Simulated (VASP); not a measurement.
Set up this calculation in VASP 6.6.1, as the native input.

- Task: single point
- Functional: r2SCAN
- Potentials or basis: VASP PAW PBE potentials, release 64 (Sn_d, Se)
- Cutoff: 520 eV
- k mesh: 6 × 6 × 4
- Occupations: gaussian, width 0.05 eV
- Spin: no spin polarisation
- Dipole correction: no
- Further INCAR settings: ALGO = Normal; EDIFF = 1e-06; NBANDS = 28

SnSe, a slab with vacuum:

```
Sn Se
1.0
     4.07179    0.00000    0.00000
     0.00000    4.50040    0.00000
     0.00000    0.00000   10.98985
Sn Se
2 2
Direct
  0.50000 0.00000 0.37139
  0.00000 0.50000 0.62861
  0.50000 0.00000 0.61509
  0.00000 0.50000 0.38491
```

This cell differs from its parent crystal: strain -0.0500 x Voigt [1, -1, 0, 0, 0, 0].

These files were run (other wordings do the same):

POSCAR

```
SnSe
1.0
    4.0717900818      0.0000000000      0.0000000000
    0.0000000000      4.5003995640      0.0000000000
    0.0000000000      0.0000000000     10.9898489716
Sn Se
2 2
Direct
    0.5000000000      0.0000000000      0.3713940265
    0.0000000000      0.5000000000      0.6286059735
    0.5000000000      0.0000000000      0.6150878825
    0.0000000000      0.5000000000      0.3849121175
```

INCAR.step1

```
SYSTEM = SnSe
  ALGO = Normal
  EDIFF = 1E-4
  ENCUT = 520
  GGA = PE
  ISMEAR = 0
  LASPH = .TRUE.
  LCHARG = .FALSE.
  LREAL = .FALSE.
  LWAVE = .TRUE.
  NBANDS = 28
  NELM = 60
  PREC = Accurate
  SIGMA = 0.05
```

INCAR.step2

```
SYSTEM = SnSe
  ALGO = Normal
  EDIFF = 1E-6
  ENCUT = 520
  ISIF = 2
  ISMEAR = 0
  ISTART = 1
  LASPH = .TRUE.
  LCHARG = .FALSE.
  LMIXTAU = .TRUE.
  LREAL = .FALSE.
  LWAVE = .FALSE.
  METAGGA = R2SCAN
  NBANDS = 28
  NELM = 60
  PREC = Accurate
  SIGMA = 0.05
```

KPOINTS

```
k-points
0
G
  6 6 4
  0 0 0
```

Potentials or basis: VASP PAW PBE potentials, release 64 (Sn_d, Se).

The run is started by

```bash
$ cat potpaw_PBE.64/Sn_d/POTCAR potpaw_PBE.64/Se/POTCAR > POTCAR
$ cp INCAR.step1 INCAR
$ mpirun -np 1 vasp_std > vasp.out
$ cp INCAR.step2 INCAR
$ mpirun -np 1 vasp_std > vasp.out
```

Results of the run:

```json
{"Largest force": "0.016 eV/Å", "Band gap on the k mesh": "1.21 eV (least direct gap 1.62 eV)"}
```

Caveat: the cell differs from its parent crystal (strain -0.0500 x Voigt [1, -1, 0, 0, 0, 0]); there is no dipole correction, which matters where the two faces differ; the PAW data sets were made with another functional, which shifts forces and pressure a little; spin-orbit coupling is left out, which moves the levels of the heavy elements.

It took 29 min on 1 thread of Oxide Virtual Turin-like Processor, with other jobs on the host, peak memory 0.44 GiB.
